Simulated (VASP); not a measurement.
# LiCl (Cmc2_1) in VASP: single point with r2SCAN

Aim: the single point of LiCl with r2SCAN.

Program: VASP 6.6.1. These are calculated values, not measurements. Logs are shortened: lines on timing, memory, paths and dates and some standing lists are left out, and cuts for length are marked.

## Step 1: The cell of the first run

The structure is orthorhombic, space group Cmc2_1 (No. 36). Conventional cell: a = 4.089 Å, b = 6.745 Å, c = 6.224 Å, α = 90.00°, β = 90.00°, γ = 90.00°. Within 3.2 Å of Li (site symmetry m) lie 4 Cl at 2.40 to 2.42 Å. Cl (site symmetry m) has 4 Li at 2.40 to 2.42 Å within 3.2 Å.

## Step 2: Single point, r2SCAN (uniaxial x strain +5.0%)

Contents of POSCAR:

```
LiCl
1.0
    4.0888932883      0.0000000000      0.0000000000
   -2.0444466442      3.3724623438      0.0000000000
    0.0000000000      0.0000000000      6.2244574211
Li Cl
2 2
Direct
    0.3320691524      0.6641383047     -0.0056418830
    0.6679308476      0.3358616953      0.4943581170
    0.3279065939      0.6558131878      0.3806418830
    0.6720934061      0.3441868122      0.8806418830
```

Contents of INCAR.step1:

```
PREC = Accurate ; ENCUT = 520
ISMEAR = 0 ; SIGMA = 0.01
LREAL = F ; LASPH = T
NELM = 60 ; NBANDS = 18
GGA = PE ; ALGO = Normal
EDIFF = 1E-4 ; LWAVE = T
LCHARG = F
```

Contents of INCAR.step2:

```
PREC = Accurate ; ENCUT = 520
EDIFF = 1E-6 ; ISMEAR = 0
SIGMA = 0.01 ; LREAL = F
LASPH = T ; NELM = 60
ALGO = Normal ; ISIF = 2
LWAVE = F ; LCHARG = T
METAGGA = R2SCAN ; LMIXTAU = T
LELF = T ; LVHAR = T
NBANDS = 18 ; ISTART = 1
```

Contents of KPOINTS:

```
Automatic mesh
0
Gamma
  12 12 4
```

Potentials or basis: VASP PAW PBE potentials, release 64 (Li_sv, Cl).

Run with:

```sh
cat potpaw_PBE.64/Li_sv/POTCAR potpaw_PBE.64/Cl/POTCAR > POTCAR
cp INCAR.step1 INCAR
mpirun -np 1 vasp_std > vasp.out
cp INCAR.step2 INCAR
mpirun -np 1 vasp_std > vasp.out
```

OUTCAR:

```text
PREC = Accurate
   ENCUT = 520
   EDIFF = 1E-6
   ISMEAR = 0
   LREAL = F
   LASPH = T
   NELM = 60
   ISIF = 2
   METAGGA = R2SCAN
   ISTART = 1

 ion  position               nearest neighbor table
   1  0.332  0.664  0.994-   4 2.40   3 2.40   4 2.42   4 2.42
   2  0.668  0.336  0.494-   3 2.40   4 2.40   3 2.42   3 2.42
   3  0.328  0.656  0.381-   2 2.40   1 2.40   2 2.42   2 2.42
   4  0.672  0.344  0.881-   1 2.40   2 2.40   1 2.42   1 2.42

  Warning from LATTYP: Monoclinic adjustment (A1->A3, A2->A1, A3->A2)!
  LATTYP: Found a base centered orthorhombic cell.
 ALAT       =     4.0888932883
 B/A-ratio  =     1.6495721977
 C/A-ratio  =     1.5222841444

  Lattice vectors:

 A1 = (   2.0444466442,  -3.3724623438,   0.0000000000)
 A2 = (   2.0444466441,   3.3724623438,   0.0000000000)
 A3 = (   0.0000000000,   0.0000000000,   6.2244574211)

Analysis of symmetry for initial positions (statically):
=====================================================================
 Subroutine PRICEL returns:
 Original cell was already a primitive cell.

 Routine SETGRP: Setting up the symmetry group for a
 base centered orthorhombic supercell.

 Subroutine GETGRP returns: Found  4 space group operations
 (whereof  2 operations were pure point group operations)
 out of a pool of  8 trial point group operations.

The static configuration has the point symmetry C_1h.
 The point group associated with its full space group is C_2v.

Analysis of symmetry for dynamics (positions and initial velocities):
=====================================================================
 Subroutine PRICEL returns:
 Original cell was already a primitive cell.

 Routine SETGRP: Setting up the symmetry group for a
 base centered orthorhombic supercell.

 Subroutine GETGRP returns: Found  4 space group operations
 (whereof  2 operations were pure point group operations)
 out of a pool of  8 trial point group operations.

The dynamic configuration has the point symmetry C_1h.
 The point group associated with its full space group is C_2v.

 Subroutine INISYM returns: Found  4 space group operations
 (whereof  2 operations are pure point group operations),
 and found     1 'primitive' translations

----------------------------------------------------------------------------------------

                                     Primitive cell

  volume of cell :      85.8330

  direct lattice vectors                    reciprocal lattice vectors
     4.088893288  0.000000000  0.000000000     0.244564954  0.148259624  0.000000000
    -2.044446644  3.372462344  0.000000000     0.000000000  0.296519249  0.000000000
     0.000000000  0.000000000  6.224457421     0.000000000  0.000000000  0.160656573

  length of vectors
     4.088893288  3.943762714  6.224457421     0.285994638  0.296519249  0.160656573

  position of ions in fractional coordinates (direct lattice)
     0.332069152  0.664138305  0.994358117
     0.667930848  0.335861695  0.494358117
     0.327906594  0.655813188  0.380641883
     0.672093406  0.344186812  0.880641883

  ion indices of the primitive-cell ions
   primitive index   ion index
                 1           1
                 2           2
                 3           3
                 4           4

----------------------------------------------------------------------------------------

 KPOINTS: Automatic mesh

Automatic generation of k-mesh.
 Grid dimensions read from file:
 generate k-points for:   12   12    4

 Generating k-lattice:

  Cartesian coordinates                     Fractional coordinates (reciprocal lattice)
     0.020380413  0.012354969  0.000000000     0.083333333  0.000000000  0.000000000
     0.000000000  0.024709937  0.000000000     0.000000000  0.083333333  0.000000000
     0.000000000  0.000000000  0.040164143     0.000000000  0.000000000  0.250000000

  Length of vectors
     0.023832887  0.024709937  0.040164143

  Shift w.r.t. Gamma in fractional coordinates (k-lattice)
     0.000000000  0.000000000  0.000000000

 Subroutine IBZKPT returns following result:
 ===========================================

 Found    129 irreducible k-points:

 Following reciprocal coordinates:
            Coordinates               Weight
  0.000000  0.000000  0.000000      1.000000
  0.083333  0.000000  0.000000      4.000000
  0.166667  0.000000  0.000000      4.000000
  0.250000  0.000000  0.000000      4.000000
  0.333333  0.000000  0.000000      4.000000
  0.416667  0.000000  0.000000      4.000000
[... 16 lines left out ...]
  0.333333  0.166667  0.000000      4.000000
  0.416667  0.166667  0.000000      4.000000
 [... further k-points ...]
   k-points           NKPTS =    129   k-points in BZ     NKDIM =    129   number of bands    NBANDS=     18
   number of dos      NEDOS =    301   number of ions     NIONS =      4
   total plane-waves  NPLWV =  43200
   dimension x,y,z NGX =    30 NGY =   30 NGZ =   48
   dimension x,y,z NGXF=    60 NGYF=   60 NGZF=   96
   ions per type =               2   2
   NGX,Y,Z   is equivalent  to a cutoff of  12.20, 12.65, 12.82 a.u.
   NGXF,Y,Z  is equivalent  to a cutoff of  24.39, 25.29, 25.64 a.u.
 SYSTEM =  unknown system
   PREC   = accura    normal or accurate (medium, high low for compatibility)
   ISTART =      1    job   : 0-new  1-cont  2-samecut
   ICHARG =      0    charge: 1-file 2-atom 10-const
   ISPIN  =      1    spin polarized calculation?
   LNONCOLLINEAR =      F non collinear calculations
   LSORBIT =      F    spin-orbit coupling
   LASPH  =      T    aspherical Exc in radial PAW
   ENCUT  =  520.0 eV  38.22 Ry    6.18 a.u.   7.60  7.33 11.57*2*pi/ulx,y,z
   NELM   =     60;   NELMIN=  2; NELMDL=  0     # of ELM steps
   EDIFF  = 0.1E-05   stopping-criterion for ELM
   LREAL  =      F    real-space projection
   EDIFFG = 0.1E-04   stopping-criterion for IOM
   NSW    =      0    number of steps for IOM
   IBRION =     -1    ionic relax: 0-MD 1-quasi-New 2-CG
   NFREE  =      0    steps in history (QN), initial steepest desc. (CG)
   ISIF   =      2    stress and relaxation
   ISYM   =      2    0-nonsym 1-usesym 2-fastsym
   POTIM  = 0.5000    time-step for ionic-motion
   TEBEG  =    0.0;   TEEND  =   0.0 temperature during run
   PSTRESS=    0.0 pullay stress
   NELECT =      20.0000    total number of electrons
   NUPDOWN=      -1.0000    fix difference up-down
   EMIN   =  10.00;   EMAX   =-10.00  energy-range for DOS
   EFERMI =   0.00;   METHOD = LEGACY
   ISMEAR =     0;   SIGMA  =   0.01  broadening in eV -4-tet -1-fermi 0-gaus
   EFERMI_NEDOS =   21; number of points for ismear=-14 and -15
   IALGO  =     38    algorithm
   IMIX   =      4    mixing-type and parameters
     AMIX     =   0.40;   BMIX     =  1.00
     AMIX_MAG =   1.60;   BMIX_MAG =  1.00
  volume/ion in A,a.u.               =      21.46       144.81
  Fermi-wavevector in a.u.,A,eV,Ry     =   1.007396  1.903702 13.807816  1.014846
  Thomas-Fermi vector in A             =   2.140198
   LORBIT       =      0    0 simple, 1 ext, 2 COOP (PROOUT), +10 PAW based schemes
   METAGGA = R2SCAN    functional components
   LHFCALC =     F    Hartree Fock is set to
   AEXX    =    0.0000 exact exchange contribution
   IVDW    =     0    specifies the selected vdW correction
   LEPSILON=     F    determine dielectric tensor
   LRPA    =     F    only Hartree local field effects (RPA)
 non-spin polarized calculation
 Gauss-broadening in eV      SIGMA  =   0.01
  energy-cutoff  :      520.00
  volume of cell :       85.83
 maximum number of plane-waves:      2333
   NGX = 15   NGY = 15   NGZ = 23

 number of electron      20.0000010 magnetization

 Free energy of the ion-electron system (eV)
  ---------------------------------------------------
  ext. energy  EPLUGINS =         0.00000000
  ---------------------------------------------------
  free energy    TOTEN  =       -25.14560625 eV

  energy without entropy =      -25.14560625  energy(sigma->0) =      -25.14560625

 E-fermi :  -1.6595     XC(G=0):  -7.9440

 val. band max:       -1.7278343330   @ k =   0.0000   0.0000   0.0000
 cond. band min:       4.7735253748   @ k =   0.0000   0.0000   0.0000
 fundamental gap:      6.5013597078
 Fermi energy:        -1.6595329756

 k-point     1 :       0.0000    0.0000    0.0000
  band No.  band energies     occupation
      1     -46.0879      2.00000
      2     -46.0865      2.00000
      3     -15.0355      2.00000
      4     -14.7185      2.00000
      5      -3.7582      2.00000
      6      -2.3097      2.00000
[... 10 lines left out ...]
     17       9.8521      0.00000
     18       9.9982      0.00000

 k-point     2 :       0.0833    0.0000    0.0000
  band No.  band energies     occupation
      1     -46.0879      2.00000
      2     -46.0865      2.00000
      3     -15.0221      2.00000
      4     -14.7142      2.00000
      5      -3.7238      2.00000
      6      -2.3798      2.00000
[... 10 lines left out ...]
     17       9.9817      0.00000
     18      10.1352      0.00000

 k-point     3 :       0.1667    0.0000    0.0000
  band No.  band energies     occupation
      1     -46.0877      2.00000
      2     -46.0864      2.00000
      3     -14.9841      2.00000
      4     -14.7032      2.00000
      5      -3.6250      2.00000
      6      -2.5970      2.00000
[... 10 lines left out ...]
     17      10.0599      0.00000
     18      10.4586      0.00000

 k-point     4 :       0.2500    0.0000    0.0000
  band No.  band energies     occupation
      1     -46.0874      2.00000
      2     -46.0864      2.00000
      3     -14.9286      2.00000
      4     -14.6908      2.00000
      5      -3.4797      2.00000
      6      -2.8972      2.00000
[... 375 lines left out ...]
      4     -14.6720      2.00000
      5      -3.3173      2.00000
      6      -3.1748      2.00000
[... 10 lines left out ...]
     17      10.6232      0.00000
     18      11.5511      0.00000

 k-point    23 :       0.3333    0.1667    0.0000
  band No.  band energies     occupation
      1     -46.0868      2.00000
      2     -46.0863      2.00000
      3     -14.7839      2.00000
      4     -14.6810      2.00000
      5      -3.4758      2.00000
      6      -3.0882      2.00000
[... 10 lines left out ...]
     17      10.6341      0.00000
     18      11.7311      0.00000

 k-point    24 :       0.4167    0.1667    0.0000
  band No.  band energies     occupation
      1     -46.0867      2.00000
      2     -46.0863      2.00000
      3     -14.7636      2.00000
      4     -14.6925      2.00000
      5      -3.5236      2.00000
      6      -3.0164      2.00000
[... 10 lines left out ...]
     17      10.7304      0.00000
     18      11.8371      0.00000

 [... further k-points ...]
[... 5 lines left out ...]
  --------------------------------------------------------------------------------------
  -------------------------------------------------------------------------------------
  Total       -1.1206419     -0.6865706     -0.5906611      0.0000000      0.0000000      0.0000000
  in kB      -20.9181400    -12.8156727    -11.0254059      0.0000000      0.0000000      0.0000000
  external PRESSURE =     -14.9197395 kB  Pullay stress =       0.0000000 kB

 VOLUME and BASIS-vectors are now :
 -----------------------------------------------------------------------------
  energy-cutoff  :      520.00
  volume of cell :       85.83
      direct lattice vectors                 reciprocal lattice vectors
     4.088893288  0.000000000  0.000000000     0.244564954  0.148259624  0.000000000
    -2.044446644  3.372462344  0.000000000     0.000000000  0.296519249  0.000000000
     0.000000000  0.000000000  6.224457421     0.000000000  0.000000000  0.160656573

 POSITION                                       TOTAL-FORCE (eV/Angst)
 -----------------------------------------------------------------------------------
      0.00000      2.23978      6.18934         0.000000     -0.017134      0.014028
      2.04445      1.13268      3.07711        -0.000000      0.017134      0.014028
     -0.00000      2.21171      2.36929        -0.000000      0.001371     -0.014028
      2.04445      1.16076      5.48152         0.000000     -0.001371     -0.014028
 -----------------------------------------------------------------------------------
    total drift:                               -0.000000     -0.000000      0.052261

  FREE ENERGIE OF THE ION-ELECTRON SYSTEM (eV)
  ---------------------------------------------------
  free  energy   TOTEN  =       -25.1456062463 eV

  energy  without entropy=      -25.1456062463  energy(sigma->0) =      -25.14560625
```

Run time: 7.1 min. Hardware: 1 thread of Intel Xeon Platinum 8559C (Emerald Rapids), shared host; peak memory 0.31 GiB.

What came out:

```yaml
Free_energy: -25.1456 eV
Largest_force: 0.022 eV/Å
Band_gap_on_the_k_mesh: 6.50 eV
```

Forces on the atoms (eV/Å):
```
Li   0.000 -0.017  0.014
Li   0.000  0.017  0.014
Cl   0.000  0.001 -0.014
Cl   0.000 -0.001 -0.014
```

Levels at points of the mesh, in eV from the valence-band top:
```tsv
k point	band 8	band 9	band 10	band 11	band 12	band 13
(0.00, 0.00, 0.00)	-0.21	-0.10	0.00	6.50	8.83	10.37
(0.50, 0.00, 0.00)	-0.91	-0.61	-0.33	8.52	8.52	9.79
(0.00, 0.50, 0.00)	-1.13	-0.55	-0.50	8.31	8.40	9.64
(0.00, 0.00, 0.50)	-0.40	-0.26	-0.26	7.83	7.83	10.62
(0.50, 0.00, 0.50)	-0.64	-0.56	-0.56	7.95	7.95	10.56
(0.00, 0.50, 0.50)	-0.84	-0.58	-0.58	7.95	7.95	10.52
```

Caveat: the cell differs from its parent crystal (uniaxial x strain +5.0%); the cutoff is under 1.25 times the usual one of these potentials, so pressure, stress and relaxed cells hold a basis-set (Pulay) error; the structure was generated, so it needn't be the stable form of LiCl; the PAW data sets were made with another functional, which shifts forces and pressure a little.
